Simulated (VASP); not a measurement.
NiSb: single point with revPBE+D4

Crystal: NiSb.

```
Ni Sb
1.0
     3.93696    0.00000    0.00000
    -1.96848    3.40950    0.00000
     0.00000    0.00000    5.14795
Ni Sb
2 2
Cartesian
  0.0000 0.0000 0.0000
  0.0000 0.0000 2.5740
  0.0000 2.2730 1.2870
  1.9685 1.1365 3.8610
```

```
Program             : VASP 6.6.1
Task                : single point
Functional          : revPBE
Dispersion          : D4
Potentials or basis : VASP PAW PBE potentials, release 64 (Ni, Sb)
Cutoff              : 520 eV
k mesh              : 8 × 8 × 6
Occupations         : gaussian, width 0.05 eV
Spin                : collinear spin, ferromagnetic start
Starting moments    : [0.05, 0.05, 0.0, 0.0] μB
```

- Pressure: -2.6 GPa
- Band gap on the k mesh: zero (filled and empty bands overlap)
- Net moment: 0.00 μB per cell
- Valence electrons inside the program's atomic spheres: Ni 9.38; Sb 2.42
- Dispersion energy per atom: -0.899 eV

Stress tensor (GPa, compression positive):
```
-2.76  0.00  0.00
 0.00 -2.76  0.00
 0.00  0.00 -2.39
```

Levels at points of the mesh, in eV from the Fermi level:
Spin up:
| k point | band 12 | band 13 | band 14 | band 15 | band 16 | band 17 | band 18 | band 19 |
| --- | --- | --- | --- | --- | --- | --- | --- | --- |
| (0.00, 0.00, 0.00) | -1.37 | -0.09 | 0.55 | 0.55 | 2.43 | 2.43 | 3.11 | 3.95 |
| (0.50, 0.00, 0.00) | -1.88 | -1.62 | -1.43 | -1.36 | -0.40 | 1.07 | 3.38 | 3.90 |
| (0.00, 0.00, 0.50) | -2.11 | 0.19 | 0.19 | 2.02 | 2.02 | 2.02 | 2.02 | 5.13 |
| (0.50, 0.00, 0.50) | -1.94 | -1.84 | -1.84 | 0.15 | 0.15 | 1.64 | 1.64 | 5.09 |
Spin down:
| k point | band 11 | band 12 | band 13 | band 14 | band 15 | band 16 | band 17 | band 18 | band 19 | band 20 |
| --- | --- | --- | --- | --- | --- | --- | --- | --- | --- | --- |
| (0.00, 0.00, 0.00) | -1.37 | -1.37 | -0.09 | 0.55 | 0.55 | 2.43 | 2.43 | 3.11 | 3.95 | 5.27 |
| (0.50, 0.00, 0.00) | -2.11 | -1.88 | -1.62 | -1.43 | -1.36 | -0.40 | 1.07 | 3.38 | 3.90 | 5.27 |
| (0.00, 0.00, 0.50) | -2.11 | -2.11 | 0.19 | 0.19 | 2.02 | 2.02 | 2.02 | 2.02 | 5.13 | 5.13 |
| (0.50, 0.00, 0.50) | -1.94 | -1.94 | -1.84 | -1.84 | 0.15 | 0.15 | 1.64 | 1.64 | 5.09 | 5.09 |

Run time: 3.9 min on 1 thread of AMD EPYC 9755 128-Core Processor (shared host), peak memory 0.24 GiB.

Caveat: the PAW data sets were made with another functional, which shifts forces and pressure a little; spin-orbit coupling is left out, which moves the levels of the heavy elements; pairwise dispersion overbinds metals, which lowers pressure and volume.
